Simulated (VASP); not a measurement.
# Fe (Fm-3m) in VASP: a series of runs

Fe is run at these levels: r2SCAN; tasks: single point.

Program: VASP 6.6.1. These are calculated values, not measurements. Logs are shortened: lines on timing, memory, paths and dates and some standing lists are left out, and cuts for length are marked.

## (1) The cell of the first run

Symmetry: Fm-3m, No. 225, cubic system. The conventional cell has a = 3.748 Å, b = 3.748 Å, c = 3.748 Å, α = 90.00°, β = 90.00°, γ = 90.00°. Within 3.5 Å of Fe (site symmetry m-3m) lie 12 Fe at 2.65 Å.

This isn't the form of Fe at room conditions, which is bcc.

## (2) Single point, r2SCAN, collinear spin, ferromagnetic start (13.16 Å³/atom)

Input file POSCAR:

```
Fe
1.0
    0.0000000000      1.8739521224      1.8739521224
    1.8739521224      0.0000000000      1.8739521224
    1.8739521224      1.8739521224      0.0000000000
Fe
1
Direct
    0.0000000000      0.0000000000      0.0000000000
```

Input file INCAR.step1:

```
SYSTEM = Fe
PREC     = Accurate       ! precision mode
ENCUT    = 520            ! plane-wave cutoff, eV
ISMEAR   = -1             ! smearing method
SIGMA    = 0.05           ! smearing width, eV
LREAL    = .FALSE.        ! projectors in reciprocal space
LASPH    = .TRUE.         ! aspherical terms in the spheres
NELM     = 150            ! most SCF steps
ISPIN    = 2              ! spin polarisation
MAGMOM   = 2.936          ! initial moments
LMAXMIX  = 4              ! l up to which the mixer works
NBANDS   = 14             ! bands
GGA      = PE             ! functional
ALGO     = Normal         ! electronic algorithm
EDIFF    = 1E-4           ! SCF threshold, eV
LWAVE    = .TRUE.         ! write WAVECAR
LCHARG   = .FALSE.        ! write CHGCAR
```

Input file INCAR.step2:

```
SYSTEM = Fe
PREC     = Accurate       ! precision mode
ENCUT    = 520            ! plane-wave cutoff, eV
EDIFF    = 1E-7           ! SCF threshold, eV
ISMEAR   = -1             ! smearing method
SIGMA    = 0.05           ! smearing width, eV
LREAL    = .FALSE.        ! projectors in reciprocal space
LASPH    = .TRUE.         ! aspherical terms in the spheres
NELM     = 150            ! most SCF steps
ALGO     = Normal         ! electronic algorithm
ISIF     = 2              ! what is computed and relaxed
LWAVE    = .FALSE.        ! write WAVECAR
LCHARG   = .FALSE.        ! write CHGCAR
ISPIN    = 2              ! spin polarisation
MAGMOM   = 2.936          ! initial moments
LORBIT   = 11             ! projections on sites
LMAXMIX  = 4              ! l up to which the mixer works
METAGGA  = R2SCAN         ! meta-GGA
LMIXTAU  = .TRUE.       
NBANDS   = 14             ! bands
ISTART   = 1
```

Input file KPOINTS:

```
Automatic mesh
0
G
  17 17 17
  0 0 0
```

Potentials or basis: VASP PAW PBE potentials, release 64 (Fe).

On the command line:

```
$ cat potpaw_PBE.64/Fe/POTCAR > POTCAR
$ cp INCAR.step1 INCAR
$ mpirun -np 1 vasp_std > vasp.out
$ cp INCAR.step2 INCAR
$ mpirun -np 1 vasp_std > vasp.out
```

OUTCAR:

```text
SYSTEM = Fe
   PREC = Accurate
   ENCUT = 520
   EDIFF = 1E-7
   ISMEAR = -1
   LREAL = .FALSE.
   LASPH = .TRUE.
   NELM = 150
   ISIF = 2
   ISPIN = 2
   LORBIT = 11
   METAGGA = R2SCAN
   ISTART = 1

 ion  position               nearest neighbor table
   1  0.000  0.000  0.000-

  LATTYP: Found a face centered cubic cell.
 ALAT       =     3.7479042448

  Lattice vectors:

 A1 = (   0.0000000000,   1.8739521224,   1.8739521224)
 A2 = (   1.8739521224,   0.0000000000,   1.8739521224)
 A3 = (   1.8739521224,   1.8739521224,   0.0000000000)

Analysis of symmetry for initial positions (statically):
=====================================================================
 Subroutine PRICEL returns:
 Original cell was already a primitive cell.

 Routine SETGRP: Setting up the symmetry group for a
 face centered cubic supercell.

 Subroutine GETGRP returns: Found 48 space group operations
 (whereof 48 operations were pure point group operations)
 out of a pool of 48 trial point group operations.

The static configuration has the point symmetry O_h .

Analysis of symmetry for dynamics (positions and initial velocities):
=====================================================================
 Subroutine PRICEL returns:
 Original cell was already a primitive cell.

 Routine SETGRP: Setting up the symmetry group for a
 face centered cubic supercell.

 Subroutine GETGRP returns: Found 48 space group operations
 (whereof 48 operations were pure point group operations)
 out of a pool of 48 trial point group operations.

The dynamic configuration has the point symmetry O_h .

Analysis of structural, dynamic, and magnetic symmetry:
=====================================================================
 Subroutine PRICEL returns:
 Original cell was already a primitive cell.

 Routine SETGRP: Setting up the symmetry group for a
 face centered cubic supercell.

 Subroutine GETGRP returns: Found 48 space group operations
 (whereof 48 operations were pure point group operations)
 out of a pool of 48 trial point group operations.

The overall configuration has the point symmetry O_h .

 Subroutine INISYM returns: Found 48 space group operations
 (whereof 48 operations are pure point group operations),
 and found     1 'primitive' translations

----------------------------------------------------------------------------------------

                                     Primitive cell

  volume of cell :      13.1615

  direct lattice vectors                    reciprocal lattice vectors
     0.000000000  1.873952122  1.873952122    -0.266815781  0.266815781  0.266815781
     1.873952122  0.000000000  1.873952122     0.266815781 -0.266815781  0.266815781
     1.873952122  1.873952122  0.000000000     0.266815781  0.266815781 -0.266815781

  length of vectors
     2.650168507  2.650168507  2.650168507     0.462138490  0.462138490  0.462138490

  position of ions in fractional coordinates (direct lattice)
     0.000000000  0.000000000  0.000000000

  ion indices of the primitive-cell ions
   primitive index   ion index
                 1           1

----------------------------------------------------------------------------------------

 KPOINTS: Automatic mesh

Automatic generation of k-mesh.
 Grid dimensions read from file:
 generate k-points for:   17   17   17

 Generating k-lattice:

  Cartesian coordinates                     Fractional coordinates (reciprocal lattice)
    -0.015695046  0.015695046  0.015695046     0.058823529  0.000000000  0.000000000
     0.015695046 -0.015695046  0.015695046     0.000000000  0.058823529  0.000000000
     0.015695046  0.015695046 -0.015695046     0.000000000  0.000000000  0.058823529

  Length of vectors
     0.027184617  0.027184617  0.027184617

  Shift w.r.t. Gamma in fractional coordinates (k-lattice)
     0.000000000  0.000000000  0.000000000

 Subroutine IBZKPT returns following result:
 ===========================================

 Found    165 irreducible k-points:

 Following reciprocal coordinates:
            Coordinates               Weight
  0.000000  0.000000  0.000000      1.000000
  0.058824  0.000000  0.000000      8.000000
  0.117647  0.000000  0.000000      8.000000
  0.176471  0.000000  0.000000      8.000000
  0.235294  0.000000  0.000000      8.000000
  0.294118  0.000000  0.000000      8.000000
[... 16 lines left out ...]
 -0.176471  0.058824  0.000000     24.000000
 -0.117647  0.058824  0.000000     24.000000
 [... further k-points ...]
   k-points           NKPTS =    165   k-points in BZ     NKDIM =    165   number of bands    NBANDS=     14
   number of dos      NEDOS =    301   number of ions     NIONS =      1
   total plane-waves  NPLWV =   8000
   dimension x,y,z NGX =    20 NGY =   20 NGZ =   20
   dimension x,y,z NGXF=    40 NGYF=   40 NGZF=   40
   ions per type =               1
   NGX,Y,Z   is equivalent  to a cutoff of  12.55, 12.55, 12.55 a.u.
   NGXF,Y,Z  is equivalent  to a cutoff of  25.09, 25.09, 25.09 a.u.
 SYSTEM =  Fe
   PREC   = accura    normal or accurate (medium, high low for compatibility)
   ISTART =      1    job   : 0-new  1-cont  2-samecut
   ICHARG =      0    charge: 1-file 2-atom 10-const
   ISPIN  =      2    spin polarized calculation?
   LNONCOLLINEAR =      F non collinear calculations
   LSORBIT =      F    spin-orbit coupling
   LASPH  =      T    aspherical Exc in radial PAW
   ENCUT  =  520.0 eV  38.22 Ry    6.18 a.u.   4.93  4.93  4.93*2*pi/ulx,y,z
   NELM   =    150;   NELMIN=  2; NELMDL=  0     # of ELM steps
   EDIFF  = 0.1E-06   stopping-criterion for ELM
   LREAL  =      F    real-space projection
   EDIFFG = 0.1E-05   stopping-criterion for IOM
   NSW    =      0    number of steps for IOM
   IBRION =     -1    ionic relax: 0-MD 1-quasi-New 2-CG
   NFREE  =      0    steps in history (QN), initial steepest desc. (CG)
   ISIF   =      2    stress and relaxation
   ISYM   =      2    0-nonsym 1-usesym 2-fastsym
   POTIM  = 0.5000    time-step for ionic-motion
   TEBEG  =    0.0;   TEEND  =   0.0 temperature during run
   PSTRESS=    0.0 pullay stress
   NELECT =       8.0000    total number of electrons
   NUPDOWN=      -1.0000    fix difference up-down
   EMIN   =  10.00;   EMAX   =-10.00  energy-range for DOS
   EFERMI =   0.00;   METHOD = LEGACY
   ISMEAR =    -1;   SIGMA  =   0.05  broadening in eV -4-tet -1-fermi 0-gaus
   EFERMI_NEDOS =   21; number of points for ismear=-14 and -15
   IALGO  =     38    algorithm
   IMIX   =      4    mixing-type and parameters
     AMIX     =   0.40;   BMIX     =  1.00
     AMIX_MAG =   1.60;   BMIX_MAG =  1.00
  volume/ion in A,a.u.               =      13.16        88.82
  Fermi-wavevector in a.u.,A,eV,Ry     =   1.386765  2.620607 26.165613  1.923118
  Thomas-Fermi vector in A             =   2.511050
   LORBIT       =     11    0 simple, 1 ext, 2 COOP (PROOUT), +10 PAW based schemes
   METAGGA = R2SCAN    functional components
   LHFCALC =     F    Hartree Fock is set to
   AEXX    =    0.0000 exact exchange contribution
   IVDW    =     0    specifies the selected vdW correction
   LEPSILON=     F    determine dielectric tensor
   LRPA    =     F    only Hartree local field effects (RPA)
 spin polarized calculation
  energy-cutoff  :      520.00
  volume of cell :       13.16
 maximum number of plane-waves:       365
   NGX =  9   NGY =  9   NGZ =  9

 number of electron       7.9999993 magnetization       2.9012168

 Free energy of the ion-electron system (eV)
  ---------------------------------------------------
  ext. energy  EPLUGINS =         0.00000000
  ---------------------------------------------------
  free energy    TOTEN  =       -14.22043005 eV

  energy without entropy =      -14.21375688  energy(sigma->0) =      -14.21709347

 E-fermi :   5.0448     XC(G=0): -13.3304

 val. band max:        5.0205185423   @ k =   0.4118   0.2353   0.0000
 cond. band min:       5.0495371727   @ k =   0.4118   0.1765   0.0000
 fundamental gap:      0.0290186304
 Fermi energy:         5.0447903251

 spin component 1

 k-point     1 :       0.0000    0.0000    0.0000
  band No.  band energies     occupation
      1      -3.5026      1.00000
      2       1.5079      1.00000
      3       1.5080      1.00000
      4       1.5080      1.00000
      5       2.2436      1.00000
      6       2.2436      1.00000
      7      26.6146      0.00000
      8      29.9364      0.00000
      9      29.9364      0.00000
     10      29.9367      0.00000
     11      32.1053      0.00000
     12      32.1053      0.00000
     13      32.1053      0.00000
     14      35.7931      0.00000
[... 375 lines left out ...]
 k-point    24 :      -0.1176    0.0588    0.0000
  band No.  band energies     occupation
      1      -2.7333      1.00000
      2       1.3335      1.00000
      3       1.6546      1.00000
      4       1.6581      1.00000
      5       2.1238      1.00000
      6       2.3103      1.00000
      7      23.2366      0.00000
      8      25.6332      0.00000
      9      28.7908      0.00000
     10      30.3579      0.00000
     11      32.4136      0.00000
     12      32.8393      0.00000
     13      35.8318      0.00000
     14      36.4387      0.00000

 [... further k-points ...]

 spin component 2

 k-point     1 :       0.0000    0.0000    0.0000
  band No.  band energies     occupation
      1      -3.9599      1.00000
      2       5.1497      0.10921
      3       5.1497      0.10920
      4       5.1497      0.10919
      5       7.0023      0.00000
      6       7.0024      0.00000
      7      25.8576      0.00000
      8      31.1054      0.00000
      9      31.1055      0.00000
     10      31.1055      0.00000
     11      33.5813      0.00000
     12      33.5814      0.00000
     13      33.5814      0.00000
     14      35.4318      0.00000
[... 375 lines left out ...]
 k-point    24 :      -0.1176    0.0588    0.0000
  band No.  band energies     occupation
      1      -3.1539      1.00000
      2       4.7964      0.99309
      3       5.3499      0.00223
      4       5.3504      0.00221
      5       6.7988      0.00000
      6       7.0180      0.00000
      7      23.8848      0.00000
      8      26.3012      0.00000
      9      29.4738      0.00000
     10      31.6120      0.00000
     11      32.9718      0.00000
     12      34.1210      0.00000
     13      37.2901      0.00000
     14      38.2148      0.00000

 [... further k-points ...]

------------------------ aborting loop because EDIFF is reached ----------------------------------------

  FORCE on cell =-STRESS in cart. coord.  units (eV):
  Direction    XX          YY          ZZ          XY          YZ          ZX
  --------------------------------------------------------------------------------------
  -------------------------------------------------------------------------------------
  Total       -0.9279286     -0.9279286     -0.9279286      0.0000000     -0.0000000      0.0000000
  in kB     -112.9587020   -112.9587020   -112.9587020      0.0000000     -0.0000000      0.0000000
  external PRESSURE =    -112.9587020 kB  Pullay stress =       0.0000000 kB

 VOLUME and BASIS-vectors are now :
 -----------------------------------------------------------------------------
  energy-cutoff  :      520.00
  volume of cell :       13.16
      direct lattice vectors                 reciprocal lattice vectors
     0.000000000  1.873952122  1.873952122    -0.266815781  0.266815781  0.266815781
     1.873952122  0.000000000  1.873952122     0.266815781 -0.266815781  0.266815781
     1.873952122  1.873952122  0.000000000     0.266815781  0.266815781 -0.266815781

 POSITION                                       TOTAL-FORCE (eV/Angst)
 -----------------------------------------------------------------------------------
      0.00000      0.00000      0.00000        -0.000000      0.000000      0.000000
 -----------------------------------------------------------------------------------
    total drift:                                0.000000      0.000000      0.000000

  FREE ENERGIE OF THE ION-ELECTRON SYSTEM (eV)
  ---------------------------------------------------
  free  energy   TOTEN  =       -14.2204300518 eV

  energy  without entropy=      -14.2137568847  energy(sigma->0) =      -14.21709347

 total charge

# of ion       s       p       d       tot
------------------------------------------
    1        0.451   0.477   6.065   6.994

 magnetization (x)

# of ion       s       p       d       tot
------------------------------------------
    1       -0.005  -0.081   3.058   2.973
```

It took 2.6 min on 1 thread of Intel Xeon Platinum 8488C (Sapphire Rapids), shared host; peak memory 0.17 GiB.

What came out:

| Item | Value |
| --- | --- |
| Free energy | -14.2204 eV |
| Pressure | -11.3 GPa |
| Net moment | 2.90 μB per cell |
| Site moments | Fe +2.97 μB |
| Valence electrons inside the program's atomic spheres | Fe 6.99 |

Levels at points of the mesh, in eV from the Fermi level:
Spin up:
```
           k point  band 2  band 3  band 4  band 5  band 6  band 7  band 8  band 9  band 10  band 11
(0.00, 0.00, 0.00)   -3.54   -3.54   -3.54   -2.80   -2.80   21.57   24.89   24.89    24.89    27.06
```
Spin down:
| k point | band 1 | band 2 | band 3 | band 4 | band 5 |
| --- | --- | --- | --- | --- | --- |
| (0.00, 0.00, 0.00) | -9.00 | 0.10 | 0.10 | 0.10 | 1.96 |

Caveat: the cell stands under tension; the PAW data sets were made with another functional, which shifts forces and pressure a little.

## (3) Single point, r2SCAN, collinear spin, ferromagnetic start (13.65 Å³/atom)

This run uses another cell than the first one, of 13.65 Å³/atom.

Input file POSCAR:

```
Fe
1.0
    0.0000000000      1.8968074496      1.8968074496
    1.8968074496      0.0000000000      1.8968074496
    1.8968074496      1.8968074496      0.0000000000
Fe
1
Direct
    0.0000000000      0.0000000000      0.0000000000
```

Input file INCAR.step1:

```
SYSTEM = Fe
  ALGO = Normal
  EDIFF = 1E-4
  ENCUT = 520
  GGA = PE
  ISMEAR = -1
  ISPIN = 2
  LASPH = .TRUE.
  LCHARG = .FALSE.
  LMAXMIX = 4
  LREAL = .FALSE.
  LWAVE = .TRUE.
  MAGMOM = 2.936
  NBANDS = 14
  NELM = 150
  PREC = Accurate
  SIGMA = 0.05
```

Input file INCAR.step2:

```
SYSTEM = Fe
  ALGO = Normal
  EDIFF = 1E-7
  ENCUT = 520
  ISIF = 2
  ISMEAR = -1
  ISPIN = 2
  ISTART = 1
  LASPH = .TRUE.
  LCHARG = .TRUE.
  LELF = .TRUE.
  LMAXMIX = 4
  LMIXTAU = .TRUE.
  LORBIT = 11
  LREAL = .FALSE.
  LVHAR = .TRUE.
  LWAVE = .FALSE.
  MAGMOM = 2.936
  METAGGA = R2SCAN
  NBANDS = 14
  NELM = 150
  PREC = Accurate
  SIGMA = 0.05
```

Input file KPOINTS:

```
k-points
0
G
  17 17 17
  0 0 0
```

Potentials or basis: VASP PAW PBE potentials, release 64 (Fe).

On the command line:

```
$ cat potpaw_PBE.64/Fe/POTCAR > POTCAR
$ cp INCAR.step1 INCAR
$ mpirun -np 1 vasp_std > vasp.out
$ cp INCAR.step2 INCAR
$ mpirun -np 1 vasp_std > vasp.out
```

It took 2.7 min on 1 thread of Intel Xeon Platinum 8488C (Sapphire Rapids), shared host; peak memory 0.17 GiB.

The run converged. Its results:

- Free energy: -14.1798 eV
- Pressure: -15.4 GPa
- Net moment: 2.92 μB per cell
- Site moments: Fe +3.00 μB
- Valence electrons inside the program's atomic spheres: Fe 6.93

Levels at points of the mesh, in eV from the Fermi level:
Spin up:
| k point | band 2 | band 3 | band 4 | band 5 | band 6 | band 7 | band 8 | band 9 | band 10 | band 11 |
| --- | --- | --- | --- | --- | --- | --- | --- | --- | --- | --- |
| (0.00, 0.00, 0.00) | -3.56 | -3.56 | -3.56 | -2.89 | -2.89 | 21.23 | 24.28 | 24.28 | 24.28 | 26.38 |
Spin down:
```
           k point  band 1  band 2  band 3  band 4  band 5  band 6  band 7
(0.00, 0.00, 0.00)   -8.86    0.11    0.11    0.11    1.90    1.90   20.47
```

Caveat: the cell stands under tension; the PAW data sets were made with another functional, which shifts forces and pressure a little.

## (4) Single point, r2SCAN, collinear spin, ferromagnetic start

This run uses another cell than the first one, of 12.19 Å³/atom.

Input file POSCAR:

```
Fe
1.0
    0.0000000000      1.8264897489      1.8264897489
    1.8264897489      0.0000000000      1.8264897489
    1.8264897489      1.8264897489      0.0000000000
Fe
1
Direct
    0.0000000000      0.0000000000      0.0000000000
```

Input file INCAR.step1:

```
PREC = Accurate
ENCUT = 520
ISMEAR = -1
SIGMA = 0.05
LREAL = F
LASPH = T
NELM = 150
ISPIN = 2
MAGMOM = 2.951
LMAXMIX = 4
NBANDS = 14
GGA = PE
ALGO = Normal
EDIFF = 1E-4
LWAVE = T
LCHARG = F
```

Input file INCAR.step2:

```
PREC = Accurate
ENCUT = 520
EDIFF = 1E-6
ISMEAR = -1
SIGMA = 0.05
LREAL = F
LASPH = T
NELM = 150
ALGO = Normal
ISIF = 2
LWAVE = F
LCHARG = F
ISPIN = 2
MAGMOM = 2.951
LORBIT = 11
LMAXMIX = 4
METAGGA = R2SCAN
LMIXTAU = T
NBANDS = 14
ISTART = 1
```

Input file KPOINTS:

```
regular mesh
0
Gamma
  24 24 24
```

On the command line:

```
$ cat potpaw_PBE.64/Fe/POTCAR > POTCAR
$ cp INCAR.step1 INCAR
$ mpirun -np 1 vasp_std > vasp.out
$ cp INCAR.step2 INCAR
$ mpirun -np 1 vasp_std > vasp.out
```

Run time: 6 min. Hardware: 1 thread of Intel Xeon Platinum 8488C (Sapphire Rapids), shared host; peak memory 0.22 GiB.

Results (log left out):

- Free energy: -14.2597 eV
- Pressure: -1.0 GPa
- Net moment: 2.81 μB per cell
- Site moments: Fe +2.87 μB
- Valence electrons inside the program's atomic spheres: Fe 7.13

Levels at points of the mesh, in eV from the Fermi level:
Spin up:
```
           k point  band 1  band 2  band 3  band 4  band 5  band 6  band 7  band 8  band 9  band 10
(0.00, 0.00, 0.00)   -8.88   -3.47   -3.47   -3.47   -2.60   -2.60   22.32   26.21   26.21    26.21
(0.50, 0.00, 0.00)   -5.68   -3.66   -3.66   -1.66   -1.66   -0.45    5.40   20.89   23.69    23.69
(0.50, 0.50, 0.00)   -5.88   -5.27   -1.84   -1.36   -1.36    2.22    8.74   14.04   14.04    18.74
```
Spin down:
| k point | band 1 | band 2 | band 3 | band 4 | band 5 | band 6 |
| --- | --- | --- | --- | --- | --- | --- |
| (0.00, 0.00, 0.00) | -9.33 | 0.06 | 0.06 | 0.06 | 2.05 | 2.05 |
| (0.50, 0.00, 0.00) | -3.87 | -0.91 | 0.22 | 0.22 | 2.70 | 2.70 |
| (0.50, 0.50, 0.00) | -3.35 | -2.60 | 2.02 | 2.70 | 2.70 | 2.98 |

Caveat: the PAW data sets were made with another functional, which shifts forces and pressure a little.

## (5) Overview

| cell | k mesh | gap on the mesh (eV) | pressure (GPa) | moment (μB) |
| --- | --- | --- | --- | --- |
| a = 2.650 Å, angles 60.0°, 1 atom | 17 × 17 × 17 | none | -11.3 | 2.90 |
| a = 2.682 Å, angles 60.0°, 1 atom | 17 × 17 × 17 | none | -15.4 | 2.92 |
| a = 2.583 Å, angles 60.0°, 1 atom | 24 × 24 × 24 | none | -1.0 | 2.81 |

Alike in all rows: task single point; level r2SCAN; potentials or basis VASP PAW PBE potentials, release 64 (Fe); spin collinear, ferromagnetic start; cutoff (eV) 520; smearing fermi-dirac 0.05 eV.

Caveats: the PAW data sets were made with another functional, which shifts forces and pressure a little; the cell stands under tension (at least some runs).

Absolute energies hang on the potentials; compare differences alone.
